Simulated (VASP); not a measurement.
# Re (P-3m1) in VASP: further runs

Runs on Re. Level: PBE. Tasks: single point.

Program: VASP 6.6.1. These are calculated values, not measurements. Logs are shortened: lines on timing, memory, paths and dates and some standing lists are left out, and cuts for length are marked.

## (1) The cell of the first run

It takes space group P-3m1 (No. 164, trigonal). The conventional cell has a = 2.701 Å, b = 2.701 Å, c = 4.484 Å, α = 90.00°, β = 90.00°, γ = 120.00°. Within 3.2 Å of Re (site symmetry 3m) lie 12 Re at 2.35 to 3.14 Å.

## (2) Single point, PBE (atoms displaced along a vibrational mode, the cell strained)

File INCAR:

```
SYSTEM = Re
PREC = Accurate
ENCUT = 520
EDIFF = 1E-6
ISMEAR = 0
SIGMA = 0.15
LREAL = .False.
LASPH = .True.
NELM = 60
ALGO = Fast
ISIF = 2
LWAVE = .False.
LCHARG = .False.
GGA = PE
NBANDS = 14
```

File KPOINTS:

```
regular mesh
0
Gamma
  18 18 10
  0 0 0
```

File POSCAR:

```
Re
1.0
    2.7007363475      0.0000000000      0.0000000000
   -1.3503681738      2.3389062859      0.0000000000
    0.0000000000      0.0000000000      4.4842238099
Re
2
Direct
    0.3333333333      0.6666666667      0.1958100197
    0.6666666667      0.3333333333      0.8041899803
```

Potentials or basis: VASP PAW PBE potentials, release 64 (Re).

Started as:

```bash
> cat potpaw_PBE.64/Re/POTCAR > POTCAR
> mpirun -np 1 vasp_std > vasp.out
```

OUTCAR:

```text
SYSTEM = Re
   PREC = Accurate
   ENCUT = 520
   EDIFF = 1E-6
   ISMEAR = 0
   LREAL = .False.
   LASPH = .True.
   NELM = 60
   ISIF = 2
   GGA = PE

 ion  position               nearest neighbor table
   1  0.333  0.667  0.196-   2 2.35   2 2.35   2 2.35   2 3.14   2 3.14   2 3.14
   2  0.667  0.333  0.804-   1 2.35   1 2.35   1 2.35   1 3.14   1 3.14   1 3.14

  LATTYP: Found a hexagonal cell.
 ALAT       =     2.7007363475
 C/A-ratio  =     1.6603708148

  Lattice vectors:

 A1 = (   2.7007363475,   0.0000000000,   0.0000000000)
 A2 = (  -1.3503681738,   2.3389062859,   0.0000000000)
 A3 = (   0.0000000000,   0.0000000000,   4.4842238099)

Analysis of symmetry for initial positions (statically):
=====================================================================
 Subroutine PRICEL returns:
 Original cell was already a primitive cell.

 Routine SETGRP: Setting up the symmetry group for a
 hexagonal supercell.

 Subroutine GETGRP returns: Found 12 space group operations
 (whereof 12 operations were pure point group operations)
 out of a pool of 24 trial point group operations.

The static configuration has the point symmetry D_3d.

Analysis of symmetry for dynamics (positions and initial velocities):
=====================================================================
 Subroutine PRICEL returns:
 Original cell was already a primitive cell.

 Routine SETGRP: Setting up the symmetry group for a
 hexagonal supercell.

 Subroutine GETGRP returns: Found 12 space group operations
 (whereof 12 operations were pure point group operations)
 out of a pool of 24 trial point group operations.

The dynamic configuration has the point symmetry D_3d.

 Subroutine INISYM returns: Found 12 space group operations
 (whereof 12 operations are pure point group operations),
 and found     1 'primitive' translations

----------------------------------------------------------------------------------------

                                     Primitive cell

  volume of cell :      28.3258

  direct lattice vectors                    reciprocal lattice vectors
     2.700736347  0.000000000  0.000000000     0.370269390  0.213775132  0.000000000
    -1.350368174  2.338906286  0.000000000     0.000000000  0.427550264  0.000000000
     0.000000000  0.000000000  4.484223810     0.000000000  0.000000000  0.223004034

  length of vectors
     2.700736347  2.700736348  4.484223810     0.427550264  0.427550264  0.223004034

  position of ions in fractional coordinates (direct lattice)
     0.333333333  0.666666667  0.195810020
     0.666666667  0.333333333  0.804189980

  ion indices of the primitive-cell ions
   primitive index   ion index
                 1           1
                 2           2

----------------------------------------------------------------------------------------

 KPOINTS: regular mesh

Automatic generation of k-mesh.
 Grid dimensions read from file:
 generate k-points for:   18   18   10

 Generating k-lattice:

  Cartesian coordinates                     Fractional coordinates (reciprocal lattice)
     0.020570522  0.011876396  0.000000000     0.055555556  0.000000000  0.000000000
     0.000000000  0.023752792  0.000000000     0.000000000  0.055555556  0.000000000
     0.000000000  0.000000000  0.022300403     0.000000000  0.000000000  0.100000000

  Length of vectors
     0.023752792  0.023752792  0.022300403

  Shift w.r.t. Gamma in fractional coordinates (k-lattice)
     0.000000000  0.000000000  0.000000000

 Subroutine IBZKPT returns following result:
 ===========================================

 Found    330 irreducible k-points:

 Following reciprocal coordinates:
            Coordinates               Weight
  0.000000  0.000000  0.000000      1.000000
  0.055556 -0.000000  0.000000      6.000000
  0.111111 -0.000000  0.000000      6.000000
  0.166667  0.000000  0.000000      6.000000
  0.222222  0.000000  0.000000      6.000000
  0.277778 -0.000000  0.000000      6.000000
[... 16 lines left out ...]
  0.333333  0.111111  0.000000     12.000000
  0.388889  0.111111  0.000000     12.000000
 [... further k-points ...]
   k-points           NKPTS =    330   k-points in BZ     NKDIM =    330   number of bands    NBANDS=     14
   number of dos      NEDOS =    301   number of ions     NIONS =      2
   total plane-waves  NPLWV =  14400
   dimension x,y,z NGX =    20 NGY =   20 NGZ =   36
   dimension x,y,z NGXF=    40 NGYF=   40 NGZF=   72
   ions per type =               2
   NGX,Y,Z   is equivalent  to a cutoff of  12.31, 12.31, 13.35 a.u.
   NGXF,Y,Z  is equivalent  to a cutoff of  24.62, 24.62, 26.69 a.u.
 SYSTEM =  Re
   PREC   = accura    normal or accurate (medium, high low for compatibility)
   ISTART =      0    job   : 0-new  1-cont  2-samecut
   ICHARG =      2    charge: 1-file 2-atom 10-const
   ISPIN  =      1    spin polarized calculation?
   LNONCOLLINEAR =      F non collinear calculations
   LSORBIT =      F    spin-orbit coupling
   LASPH  =      T    aspherical Exc in radial PAW
   ENCUT  =  520.0 eV  38.22 Ry    6.18 a.u.   5.02  5.02  8.34*2*pi/ulx,y,z
   NELM   =     60;   NELMIN=  2; NELMDL= -5     # of ELM steps
   EDIFF  = 0.1E-05   stopping-criterion for ELM
   LREAL  =      F    real-space projection
   EDIFFG = 0.1E-04   stopping-criterion for IOM
   NSW    =      0    number of steps for IOM
   IBRION =     -1    ionic relax: 0-MD 1-quasi-New 2-CG
   NFREE  =      0    steps in history (QN), initial steepest desc. (CG)
   ISIF   =      2    stress and relaxation
   ISYM   =      2    0-nonsym 1-usesym 2-fastsym
   POTIM  = 0.5000    time-step for ionic-motion
   TEBEG  =    0.0;   TEEND  =   0.0 temperature during run
   PSTRESS=    0.0 pullay stress
   NELECT =      14.0000    total number of electrons
   NUPDOWN=      -1.0000    fix difference up-down
   EMIN   =  10.00;   EMAX   =-10.00  energy-range for DOS
   EFERMI =   0.00;   METHOD = LEGACY
   ISMEAR =     0;   SIGMA  =   0.15  broadening in eV -4-tet -1-fermi 0-gaus
   EFERMI_NEDOS =   21; number of points for ismear=-14 and -15
   IALGO  =     68    algorithm
   IMIX   =      4    mixing-type and parameters
     AMIX     =   0.40;   BMIX     =  1.00
     AMIX_MAG =   1.60;   BMIX_MAG =  1.00
  volume/ion in A,a.u.               =      14.16        95.58
  Fermi-wavevector in a.u.,A,eV,Ry     =   1.294365  2.445995 22.794937  1.675381
  Thomas-Fermi vector in A             =   2.425952
   LORBIT       =      0    0 simple, 1 ext, 2 COOP (PROOUT), +10 PAW based schemes
   GGA     = PE    functional components
   LHFCALC =     F    Hartree Fock is set to
   AEXX    =    0.0000 exact exchange contribution
   IVDW    =     0    specifies the selected vdW correction
   LEPSILON=     F    determine dielectric tensor
   LRPA    =     F    only Hartree local field effects (RPA)
 non-spin polarized calculation
 RMM-DIIS sequential band-by-band and
 Gauss-broadening in eV      SIGMA  =   0.15
  energy-cutoff  :      520.00
  volume of cell :       28.33
 maximum number of plane-waves:       777
   NGX =  9   NGY =  9   NGZ = 17

 number of electron      14.0000000 magnetization

 Free energy of the ion-electron system (eV)
  ---------------------------------------------------
  ext. energy  EPLUGINS =         0.00000000
  ---------------------------------------------------
  free energy    TOTEN  =       -22.93178485 eV

  energy without entropy =      -22.91718636  energy(sigma->0) =      -22.92448561

 E-fermi :   8.4595     XC(G=0): -13.7657

 val. band max:        8.4542774882   @ k =  -0.0556   0.5000   0.1000
 cond. band min:       8.4599476010   @ k =   0.5000  -0.0000   0.1000
 fundamental gap:      0.0056701128
 Fermi energy:         8.4594952883

 k-point     1 :       0.0000    0.0000    0.0000
  band No.  band energies     occupation
      1      -1.6620      2.00000
      2       0.7066      2.00000
      3       5.6659      2.00000
      4       5.6659      2.00000
      5       5.9639      2.00000
      6       5.9639      2.00000
      7       6.3517      2.00000
      8       9.8259      0.00000
      9       9.8259      0.00000
     10      10.9706      0.00000
     11      13.0340      0.00000
     12      13.0340      0.00000
     13      15.2887      0.00000
     14      22.0953      0.00000

 k-point     2 :       0.0556   -0.0000    0.0000
  band No.  band energies     occupation
      1      -1.5198      2.00000
      2       0.8340      2.00000
      3       5.3226      2.00000
      4       5.7709      2.00000
      5       5.8628      2.00000
      6       6.0308      2.00000
      7       6.6424      2.00000
      8       9.6330      0.00000
      9       9.7936      0.00000
     10      10.4103      0.00000
     11      13.1125      0.00000
     12      13.7573      0.00000
     13      15.4457      0.00000
     14      22.4170      0.00000

 k-point     3 :       0.1111   -0.0000    0.0000
  band No.  band energies     occupation
      1      -1.1077      2.00000
      2       1.1895      2.00000
      3       4.7408      2.00000
      4       5.6011      2.00000
      5       5.9962      2.00000
      6       6.2886      2.00000
      7       7.0933      2.00000
      8       8.9257      0.00001
      9       9.7583      0.00000
     10       9.7948      0.00000
     11      13.3093      0.00000
     12      15.0013      0.00000
     13      15.9056      0.00000
     14      23.3255      0.00000

 k-point     4 :       0.1667    0.0000    0.0000
  band No.  band energies     occupation
      1      -0.4729      2.00000
      2       1.6693      2.00000
      3       4.1686      2.00000
      4       5.3080      2.00000
      5       6.1398      2.00000
      6       6.8499      2.00000
      7       7.2840      2.00000
      8       8.3195      1.81305
      9       9.3682      0.00000
     10       9.8597      0.00000
     11      13.5463      0.00000
     12      16.0039      0.00000
     13      16.8014      0.00000
     14      24.5911      0.00000

 k-point     5 :       0.2222    0.0000    0.0000
  band No.  band energies     occupation
      1       0.2890      2.00000
      2       2.0154      2.00000
      3       3.7805      2.00000
      4       5.1914      2.00000
      5       6.1629      2.00000
      6       6.6699      2.00000
      7       7.6500      2.00000
      8       8.7411      0.00794
      9       8.9857      0.00000
     10      10.2186      0.00000
     11      13.7572      0.00000
[... 276 lines left out ...]
 k-point    22 :       0.2778    0.1111    0.0000
  band No.  band energies     occupation
      1       1.7576      2.00000
      2       2.2705      2.00000
      3       3.4319      2.00000
      4       5.0230      2.00000
      5       5.4825      2.00000
      6       6.8527      2.00000
      7       8.1250      1.99839
      8      10.0788      0.00000
      9      10.4586      0.00000
     10      12.5021      0.00000
     11      13.5870      0.00000
     12      17.6151      0.00000
     13      20.0370      0.00000
     14      20.8128      0.00000

 k-point    23 :       0.3333    0.1111    0.0000
  band No.  band energies     occupation
      1       1.5424      2.00000
      2       2.4351      2.00000
      3       3.2551      2.00000
      4       5.2423      2.00000
      5       5.9822      2.00000
      6       6.9289      2.00000
      7       8.1390      1.99748
      8      11.0079      0.00000
      9      11.4043      0.00000
     10      13.3081      0.00000
     11      13.7425      0.00000
     12      17.7084      0.00000
     13      19.0782      0.00000
     14      20.1709      0.00000

 k-point    24 :       0.3889    0.1111    0.0000
  band No.  band energies     occupation
      1       1.3474      2.00000
      2       2.5269      2.00000
      3       3.0246      2.00000
      4       5.4385      2.00000
      5       6.4424      2.00000
      6       7.0298      2.00000
      7       8.2904      1.88902
      8      11.9135      0.00000
      9      12.1783      0.00000
     10      13.1848      0.00000
     11      14.5483      0.00000
     12      17.2699      0.00000
     13      18.2527      0.00000
     14      19.7342      0.00000

 [... further k-points ...]

------------------------ aborting loop because EDIFF is reached ----------------------------------------

  FORCE on cell =-STRESS in cart. coord.  units (eV):
  Direction    XX          YY          ZZ          XY          YZ          ZX
  --------------------------------------------------------------------------------------
  -------------------------------------------------------------------------------------
  Total       11.7076962     11.7076962     13.8882987     -0.0000000      0.0000000     -0.0000000
  in kB      662.2161022    662.2161022    785.5563449     -0.0000000      0.0000000     -0.0000000
  external PRESSURE =     703.3295164 kB  Pullay stress =       0.0000000 kB

 VOLUME and BASIS-vectors are now :
 -----------------------------------------------------------------------------
  energy-cutoff  :      520.00
  volume of cell :       28.33
      direct lattice vectors                 reciprocal lattice vectors
     2.700736347  0.000000000  0.000000000     0.370269390  0.213775132  0.000000000
    -1.350368174  2.338906286  0.000000000     0.000000000  0.427550264  0.000000000
     0.000000000  0.000000000  4.484223810     0.000000000  0.000000000  0.223004034

 POSITION                                       TOTAL-FORCE (eV/Angst)
 -----------------------------------------------------------------------------------
     -0.00000      1.55927      0.87806        -0.000000     -0.000000      9.734228
      1.35037      0.77964      3.60617         0.000000      0.000000     -9.734228
 -----------------------------------------------------------------------------------
    total drift:                                0.000000     -0.000000      0.000000

  FREE ENERGIE OF THE ION-ELECTRON SYSTEM (eV)
  ---------------------------------------------------
  free  energy   TOTEN  =       -22.9317848545 eV

  energy  without entropy=      -22.9171863637  energy(sigma->0) =      -22.92448561
```

Wall time 58 s (1 thread of Intel Xeon 6975P-C (Granite Rapids), shared host); peak memory 0.23 GiB.

What came out:

```yaml
Free_energy: -22.9318 eV
Pressure: 70.3 GPa
Largest_force: 9.734 eV/Å
Band_gap_on_the_k_mesh: zero (bands 7 and 8 overlap by 3.01 eV)
```

Forces on the atoms (eV/Å):
```
Re   0.000  0.000  9.734
Re   0.000  0.000 -9.734
```

Levels at points of the mesh, in eV from the Fermi level:
| k point | band 3 | band 4 | band 5 | band 6 | band 7 | band 8 | band 9 | band 10 | band 11 | band 12 |
| --- | --- | --- | --- | --- | --- | --- | --- | --- | --- | --- |
| (0.00, 0.00, 0.00) | -2.79 | -2.79 | -2.50 | -2.50 | -2.11 | 1.37 | 1.37 | 2.51 | 4.57 | 4.57 |
| (0.50, 0.00, 0.00) | -5.58 | -2.79 | -1.42 | -1.28 | -0.05 | 3.90 | 4.25 | 5.75 | 6.37 | 7.68 |
| (0.00, 0.00, 0.50) | -4.42 | -2.92 | -2.92 | -2.73 | -2.73 | 0.60 | 2.19 | 2.19 | 4.51 | 4.51 |
| (0.50, 0.00, 0.50) | -5.70 | -2.78 | -2.06 | 1.12 | 1.55 | 2.70 | 2.76 | 3.97 | 5.18 | 6.39 |

Caveat: the cell differs from its parent crystal (atoms displaced along a vibrational mode, the cell strained); the stress differs along the axes, from 66 to 79 GPa; spin-orbit coupling is left out, which moves the levels of the heavy elements; forces of over 1 eV/Å act on the atoms, so gaps and moduli don't describe the material at rest.

(Part 1 of 2 ends here.)
